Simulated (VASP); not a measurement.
# Pd (Fm-3m) in VASP: further runs, part 2 of 2

VASP 6.6.1. The steps go on from the part before.

**3. Single point, r2SCAN, collinear spin, ferromagnetic start**

File POSCAR:

```
Pd
1.0
    0.0000000000      1.9567730079      1.9567730079
    1.9567730079      0.0000000000      1.9567730079
    1.9567730079      1.9567730079      0.0000000000
Pd
1
Direct
    0.0000000000      0.0000000000      0.0000000000
```

File INCAR.step1:

```
SYSTEM = Pd
ALGO     = Normal         ! electronic algorithm
EDIFF    = 1E-4           ! SCF threshold, eV
ENCUT    = 520            ! plane-wave cutoff, eV
GGA      = PE             ! functional
ISMEAR   = -1             ! smearing method
ISPIN    = 2              ! spin polarisation
LASPH    = .True.         ! aspherical terms in the spheres
LCHARG   = .False.        ! write CHGCAR
LMAXMIX  = 4              ! l up to which the mixer works
LREAL    = .False.        ! projectors in reciprocal space
LWAVE    = .True.         ! write WAVECAR
MAGMOM   = 0.436          ! initial moments
NBANDS   = 15             ! bands
NELM     = 150            ! most SCF steps
PREC     = Accurate       ! precision mode
SIGMA    = 0.05           ! smearing width, eV
```

File INCAR.step2:

```
SYSTEM = Pd
ALGO     = Normal         ! electronic algorithm
EDIFF    = 1E-7           ! SCF threshold, eV
ENCUT    = 520            ! plane-wave cutoff, eV
ISIF     = 2              ! what is computed and relaxed
ISMEAR   = -1             ! smearing method
ISPIN    = 2              ! spin polarisation
ISTART   = 1            
LASPH    = .True.         ! aspherical terms in the spheres
LCHARG   = .True.         ! write CHGCAR
LELF     = .True.         ! ELF
LMAXMIX  = 4              ! l up to which the mixer works
LMIXTAU  = .True.       
LORBIT   = 11             ! projections on sites
LREAL    = .False.        ! projectors in reciprocal space
LVHAR    = .True.       
LWAVE    = .False.        ! write WAVECAR
MAGMOM   = 0.436          ! initial moments
METAGGA  = R2SCAN         ! meta-GGA
NBANDS   = 15             ! bands
NELM     = 150            ! most SCF steps
PREC     = Accurate       ! precision mode
SIGMA    = 0.05           ! smearing width, eV
```

File KPOINTS:

```
k-points
0
Gamma
  2 2 2
  0 0 0
```

Potentials or basis: VASP PAW PBE potentials, release 64 (Pd).

The run is started by

```console
> cat potpaw_PBE.64/Pd/POTCAR > POTCAR
> cp INCAR.step1 INCAR
> mpirun -np 1 vasp_std > vasp.out
> cp INCAR.step2 INCAR
> mpirun -np 1 vasp_std > vasp.out
```

OUTCAR:

```text
SYSTEM = Pd
   EDIFF = 1E-7
   ENCUT = 520
   ISIF = 2
   ISMEAR = -1
   ISPIN = 2
   ISTART = 1
   LASPH = .True.
   LORBIT = 11
   LREAL = .False.
   METAGGA = R2SCAN
   NELM = 150
   PREC = Accurate

 ion  position               nearest neighbor table
   1  0.000  0.000  0.000-

  LATTYP: Found a face centered cubic cell.
 ALAT       =     3.9135460158

  Lattice vectors:

 A1 = (   0.0000000000,   1.9567730079,   1.9567730079)
 A2 = (   1.9567730079,   0.0000000000,   1.9567730079)
 A3 = (   1.9567730079,   1.9567730079,   0.0000000000)

Analysis of symmetry for initial positions (statically):
=====================================================================
 Subroutine PRICEL returns:
 Original cell was already a primitive cell.

 Routine SETGRP: Setting up the symmetry group for a
 face centered cubic supercell.

 Subroutine GETGRP returns: Found 48 space group operations
 (whereof 48 operations were pure point group operations)
 out of a pool of 48 trial point group operations.

The static configuration has the point symmetry O_h .

Analysis of symmetry for dynamics (positions and initial velocities):
=====================================================================
 Subroutine PRICEL returns:
 Original cell was already a primitive cell.

 Routine SETGRP: Setting up the symmetry group for a
 face centered cubic supercell.

 Subroutine GETGRP returns: Found 48 space group operations
 (whereof 48 operations were pure point group operations)
 out of a pool of 48 trial point group operations.

The dynamic configuration has the point symmetry O_h .

Analysis of structural, dynamic, and magnetic symmetry:
=====================================================================
 Subroutine PRICEL returns:
 Original cell was already a primitive cell.

 Routine SETGRP: Setting up the symmetry group for a
[... 144 lines left out ...]
      4       6.5803      1.00000
      5       8.5430      1.00000
      6       8.5430      1.00000
      7      26.9464      0.00000
      8      31.9538      0.00000
      9      31.9538      0.00000
     10      31.9538      0.00000
     11      32.7922      0.00000
     12      36.3087      0.00000
     13      40.7791      0.00000
     14      40.7791      0.00000
[... 22 lines left out ...]
      1       3.8614      1.00000
      2       4.2258      1.00000
      3       9.7648      1.00000
      4       9.7878      1.00000
      5       9.7878      1.00000
      6      12.8300      0.00000
      7      20.3529      0.00000
      8      22.9841      0.00000
      9      22.9841      0.00000
     10      30.8337      0.00000
     11      31.5370      0.00000
     12      33.0426      0.00000
     13      42.3118      0.00000
     14      44.1705      0.00000
     15      44.2295      0.00000
 Fermi energy:        10.6853696110

 spin component 2

 k-point     1 :       0.0000    0.0000    0.0000
  band No.  band energies     occupation
      1       3.1684      1.00000
      2       7.6235      1.00000
      3       7.6235      1.00000
      4       7.6235      1.00000
      5       8.9201      1.00000
      6       8.9201      1.00000
      7      27.9652      0.00000
      8      32.7012      0.00000
      9      32.7012      0.00000
     10      32.7012      0.00000
     11      35.1447      0.00000
     12      38.3668      0.00000
     13      41.4484      0.00000
     14      41.4484      0.00000
[... 23 lines left out ...]
      2       5.2950      1.00000
      3      10.1449      0.99998
      4      10.9236      0.00846
      5      10.9236      0.00846
      6      13.8061      0.00000
      7      21.2702      0.00000
      8      23.7208      0.00000
      9      23.7208      0.00000
     10      32.3499      0.00000
     11      32.5494      0.00000
     12      35.3723      0.00000
     13      42.6088      0.00000
     14      45.3269      0.00000
     15      45.3832      0.00000

------------------------ aborting loop because EDIFF is reached ----------------------------------------

  FORCE on cell =-STRESS in cart. coord.  units (eV):
  Direction    XX          YY          ZZ          XY          YZ          ZX
  --------------------------------------------------------------------------------------
  -------------------------------------------------------------------------------------
  Total        5.0835061      5.0835061      5.0835061     -0.0000000      0.0000000      0.0000000
  in kB      543.5288345    543.5288345    543.5288345     -0.0000000      0.0000000      0.0000000
  external PRESSURE =     543.5288345 kB  Pullay stress =       0.0000000 kB

 VOLUME and BASIS-vectors are now :
 -----------------------------------------------------------------------------
  energy-cutoff  :      520.00
  volume of cell :       14.98
      direct lattice vectors                 reciprocal lattice vectors
     0.000000000  1.956773008  1.956773008    -0.255522740  0.255522740  0.255522740
     1.956773008  0.000000000  1.956773008     0.255522740 -0.255522740  0.255522740
     1.956773008  1.956773008  0.000000000     0.255522740  0.255522740 -0.255522740

 POSITION                                       TOTAL-FORCE (eV/Angst)
 -----------------------------------------------------------------------------------
      0.00000      0.00000      0.00000        -0.000000      0.000000      0.000000
 -----------------------------------------------------------------------------------
    total drift:                               -0.000000     -0.000000     -0.000000

  FREE ENERGIE OF THE ION-ELECTRON SYSTEM (eV)
  ---------------------------------------------------
  free  energy   TOTEN  =       -20.0297300620 eV

  energy  without entropy=      -20.0259753873  energy(sigma->0) =      -20.02785272

 total charge

# of ion       s       p       d       tot
------------------------------------------
    1        0.446   0.367   8.744   9.557

 magnetization (x)

# of ion       s       p       d       tot
------------------------------------------
    1        0.004   0.367   0.734   1.105
```

OSZICAR.step1:

```text
N       E                     dE             d eps       ncg     rms          rms(c)
DAV:   1     0.498137045366E+02    0.49814E+02   -0.45505E+03   180   0.596E+02
DAV:   2    -0.121342070073E+01   -0.51027E+02   -0.48178E+02   236   0.160E+02
DAV:   3    -0.209347408978E+01   -0.88005E+00   -0.87298E+00   236   0.203E+01
DAV:   4    -0.209597485925E+01   -0.25008E-02   -0.25005E-02   215   0.112E+00
DAV:   5    -0.209599203575E+01   -0.17176E-04   -0.17177E-04   236   0.808E-02    0.147E+01
DAV:   6    -0.219099686524E+01   -0.95005E-01   -0.22389E-01   236   0.387E+00    0.941E+00
DAV:   7    -0.218295255990E+01    0.80443E-02   -0.87980E-02   222   0.231E+00    0.572E+00
DAV:   8    -0.217898600626E+01    0.39666E-02   -0.30079E-02   243   0.150E+00    0.108E+00
DAV:   9    -0.217875730316E+01    0.22870E-03   -0.14613E-03   236   0.316E-01    0.308E-01
DAV:  10    -0.217770714904E+01    0.10502E-02   -0.29688E-03   222   0.443E-01    0.862E-02
DAV:  11    -0.217764913517E+01    0.58014E-04   -0.15039E-04   190   0.102E-01
   1 F= -.21776491E+01 E0= -.21730691E+01  d E =-.916007E-02  mag=     1.2505
```

Wall time 13 s (1 thread of AMD EPYC 7R13 (Zen 3), shared host); peak memory 0.13 GiB.

Results:

```
Free energy                                           : -20.0297 eV
Pressure                                              : 54.4 GPa
Net moment                                            : 1.25 μB per cell
Site moments                                          : Pd +1.10 μB
Valence electrons inside the program's atomic spheres : Pd 9.56
```

Caveat: the k points lie up to 1.39 Å⁻¹ apart; the PAW data sets were made with another functional, which shifts forces and pressure a little.

**4. Single point, r2SCAN, collinear spin, ferromagnetic start**

POSCAR is that of step 3.

File INCAR.step1:

```
SYSTEM = Pd
PREC     = Accurate       ! precision mode
ENCUT    = 520            ! plane-wave cutoff, eV
ISMEAR   = -1             ! smearing method
SIGMA    = 0.05           ! smearing width, eV
LREAL    = .FALSE.        ! projectors in reciprocal space
LASPH    = .TRUE.         ! aspherical terms in the spheres
NELM     = 150            ! most SCF steps
ISPIN    = 2              ! spin polarisation
MAGMOM   = 0.436          ! initial moments
LMAXMIX  = 4              ! l up to which the mixer works
NBANDS   = 15             ! bands
GGA      = PE             ! functional
ALGO     = Normal         ! electronic algorithm
EDIFF    = 1E-4           ! SCF threshold, eV
LWAVE    = .TRUE.         ! write WAVECAR
LCHARG   = .FALSE.        ! write CHGCAR
```

File INCAR.step2:

```
SYSTEM = Pd
PREC     = Accurate       ! precision mode
ENCUT    = 520            ! plane-wave cutoff, eV
EDIFF    = 1E-7           ! SCF threshold, eV
ISMEAR   = -1             ! smearing method
SIGMA    = 0.05           ! smearing width, eV
LREAL    = .FALSE.        ! projectors in reciprocal space
LASPH    = .TRUE.         ! aspherical terms in the spheres
NELM     = 150            ! most SCF steps
ALGO     = Normal         ! electronic algorithm
ISIF     = 2              ! what is computed and relaxed
LWAVE    = .FALSE.        ! write WAVECAR
LCHARG   = .TRUE.         ! write CHGCAR
ISPIN    = 2              ! spin polarisation
MAGMOM   = 0.436          ! initial moments
LORBIT   = 11             ! projections on sites
LMAXMIX  = 4              ! l up to which the mixer works
METAGGA  = R2SCAN         ! meta-GGA
LMIXTAU  = .TRUE.       
LELF     = .TRUE.         ! ELF
LVHAR    = .TRUE.       
NBANDS   = 15             ! bands
ISTART   = 1
```

File KPOINTS:

```
Automatic mesh
0
G
  4 4 4
  0 0 0
```

The run is started by

```console
> cat potpaw_PBE.64/Pd/POTCAR > POTCAR
> cp INCAR.step1 INCAR
> mpirun -np 1 vasp_std > vasp.out
> cp INCAR.step2 INCAR
> mpirun -np 1 vasp_std > vasp.out
```

It took 22 s on 1 thread of AMD EPYC 7R13 (Zen 3), shared host; peak memory 0.13 GiB.

It converged, with:

```
Free energy                                           : -23.1483 eV
Pressure                                              : -0.1 GPa
Net moment                                            : 0.47 μB per cell
Site moments                                          : Pd +0.48 μB
Valence electrons inside the program's atomic spheres : Pd 9.46
```

Levels at points of the mesh, in eV from the Fermi level:
Spin up:
| k point | band 2 | band 3 | band 4 | band 5 | band 6 | band 7 | band 8 | band 9 |
| --- | --- | --- | --- | --- | --- | --- | --- | --- |
| (0.00, 0.00, 0.00) | -3.44 | -3.44 | -3.44 | -1.78 | -1.78 | 17.66 | 21.78 | 22.53 |
| (0.50, 0.00, 0.00) | -3.44 | -3.44 | -0.62 | -0.62 | 1.01 | 7.08 | 17.06 | 21.54 |
| (0.50, 0.50, 0.00) | -5.68 | -0.60 | -0.33 | -0.33 | 3.33 | 10.70 | 13.46 | 13.46 |
Spin down:
| k point | band 2 | band 3 | band 4 | band 5 | band 6 | band 7 | band 8 | band 9 |
| --- | --- | --- | --- | --- | --- | --- | --- | --- |
| (0.00, 0.00, 0.00) | -2.89 | -2.89 | -2.89 | -1.41 | -1.41 | 17.65 | 22.52 | 22.52 |
| (0.50, 0.00, 0.00) | -3.03 | -3.03 | -0.06 | -0.06 | 0.94 | 7.41 | 17.03 | 21.63 |
| (0.50, 0.50, 0.00) | -5.24 | -0.21 | 0.33 | 0.33 | 3.28 | 10.91 | 13.47 | 13.47 |

Caveat: the k points lie up to 0.70 Å⁻¹ apart; the PAW data sets were made with another functional, which shifts forces and pressure a little.

**5. Single point, r2SCAN, collinear spin, ferromagnetic start**

POSCAR is that of step 4.

File INCAR.step1:

```
SYSTEM = Pd
  PREC = Accurate
  ENCUT = 520
  ISMEAR = -1
  SIGMA = 0.05
  LREAL = .FALSE.
  LASPH = .TRUE.
  NELM = 150
  ISPIN = 2
  MAGMOM = 0.436
  LMAXMIX = 4
  NBANDS = 15
  GGA = PE
  ALGO = Normal
  EDIFF = 1E-4
  LWAVE = .TRUE.
  LCHARG = .FALSE.
```

File INCAR.step2:

```
SYSTEM = Pd
  PREC = Accurate
  ENCUT = 520
  EDIFF = 1E-6
  ISMEAR = -1
  SIGMA = 0.05
  LREAL = .FALSE.
  LASPH = .TRUE.
  NELM = 150
  ALGO = Normal
  ISIF = 2
  LWAVE = .FALSE.
  LCHARG = .TRUE.
  ISPIN = 2
  MAGMOM = 0.436
  LORBIT = 11
  LMAXMIX = 4
  METAGGA = R2SCAN
  LMIXTAU = .TRUE.
  LELF = .TRUE.
  LVHAR = .TRUE.
  NBANDS = 15
  ISTART = 1
```

File KPOINTS:

```
regular mesh
0
G
  5 5 5
  0 0 0
```

Potentials or basis: VASP PAW PBE potentials, release 64 (Pd).

The run is started by

```console
> cat potpaw_PBE.64/Pd/POTCAR > POTCAR
> cp INCAR.step1 INCAR
> mpirun -np 1 vasp_std > vasp.out
> cp INCAR.step2 INCAR
> mpirun -np 1 vasp_std > vasp.out
```

OUTCAR:

```text
SYSTEM = Pd
   PREC = Accurate
   ENCUT = 520
   EDIFF = 1E-6
   ISMEAR = -1
   LREAL = .FALSE.
   LASPH = .TRUE.
   NELM = 150
   ISIF = 2
   ISPIN = 2
   LORBIT = 11
   METAGGA = R2SCAN
   ISTART = 1

 ion  position               nearest neighbor table
   1  0.000  0.000  0.000-

  LATTYP: Found a face centered cubic cell.
 ALAT       =     3.9135460158

  Lattice vectors:

 A1 = (   0.0000000000,   1.9567730079,   1.9567730079)
 A2 = (   1.9567730079,   0.0000000000,   1.9567730079)
 A3 = (   1.9567730079,   1.9567730079,   0.0000000000)

Analysis of symmetry for initial positions (statically):
=====================================================================
 Subroutine PRICEL returns:
 Original cell was already a primitive cell.

 Routine SETGRP: Setting up the symmetry group for a
 face centered cubic supercell.

 Subroutine GETGRP returns: Found 48 space group operations
 (whereof 48 operations were pure point group operations)
 out of a pool of 48 trial point group operations.

The static configuration has the point symmetry O_h .

Analysis of symmetry for dynamics (positions and initial velocities):
[... 513 lines left out ...]
      2       5.6373      1.00000
      3       6.5417      1.00000
      4       8.3234      1.00000
      5       9.4846      0.35904
      6      14.7886      0.00000
      7      20.8831      0.00000
      8      21.4183      0.00000
      9      23.8945      0.00000
     10      32.4324      0.00000
     11      34.6669      0.00000
     12      35.1887      0.00000
     13      40.4662      0.00000
     14      43.9250      0.00000
     15      43.9536      0.00000

------------------------ aborting loop because EDIFF is reached ----------------------------------------

  FORCE on cell =-STRESS in cart. coord.  units (eV):
  Direction    XX          YY          ZZ          XY          YZ          ZX
  --------------------------------------------------------------------------------------
  -------------------------------------------------------------------------------------
  Total        0.2165902      0.2165902      0.2165902     -0.0000000     -0.0000000      0.0000000
  in kB       23.1578384     23.1578384     23.1578384     -0.0000000     -0.0000000      0.0000000
  external PRESSURE =      23.1578384 kB  Pullay stress =       0.0000000 kB

 VOLUME and BASIS-vectors are now :
 -----------------------------------------------------------------------------
  energy-cutoff  :      520.00
  volume of cell :       14.98
      direct lattice vectors                 reciprocal lattice vectors
     0.000000000  1.956773008  1.956773008    -0.255522740  0.255522740  0.255522740
     1.956773008  0.000000000  1.956773008     0.255522740 -0.255522740  0.255522740
     1.956773008  1.956773008  0.000000000     0.255522740  0.255522740 -0.255522740

 POSITION                                       TOTAL-FORCE (eV/Angst)
 -----------------------------------------------------------------------------------
      0.00000      0.00000      0.00000         0.000000      0.000000      0.000000
 -----------------------------------------------------------------------------------
    total drift:                               -0.000000     -0.000000     -0.000000

  FREE ENERGIE OF THE ION-ELECTRON SYSTEM (eV)
  ---------------------------------------------------
  free  energy   TOTEN  =       -22.8254200803 eV

  energy  without entropy=      -22.8069155560  energy(sigma->0) =      -22.81616782

 total charge

# of ion       s       p       d       tot
------------------------------------------
    1        0.494   0.456   8.496   9.447

 magnetization (x)

# of ion       s       p       d       tot
------------------------------------------
    1       -0.005  -0.013   0.391   0.373
```

Run time: 22 s. Hardware: 1 thread of AMD EPYC 7R13 (Zen 3), shared host; peak memory 0.12 GiB.

What came out:

| Property | Result |
| --- | --- |
| Free energy | -22.8254 eV |
| Pressure | 2.3 GPa |
| Net moment | 0.37 μB per cell |
| Site moments | Pd +0.37 μB |
| Valence electrons inside the program's atomic spheres | Pd 9.45 |

Caveat: the k points lie up to 0.56 Å⁻¹ apart; the PAW data sets were made with another functional, which shifts forces and pressure a little.

**6. Summary**

| k mesh | gap on the mesh (eV) | pressure (GPa) | moment (μB) |
| --- | --- | --- | --- |
| 23 × 23 × 23 | none | 0.5 | 0.42 |
| 2 × 2 × 2 | none | 54.4 | 1.25 |
| 4 × 4 × 4 | none | -0.1 | 0.47 |
| 5 × 5 × 5 | none | 2.3 | 0.37 |

Alike in all rows: task single point; level r2SCAN; potentials or basis VASP PAW PBE potentials, release 64 (Pd); spin collinear, ferromagnetic start; cell as given; cutoff (eV) 520; smearing fermi-dirac 0.05 eV.

Caveats: some runs use coarse meshes; the PAW data sets were made with another functional, which shifts forces and pressure a little.

Absolute energies hang on the potentials; compare differences alone.
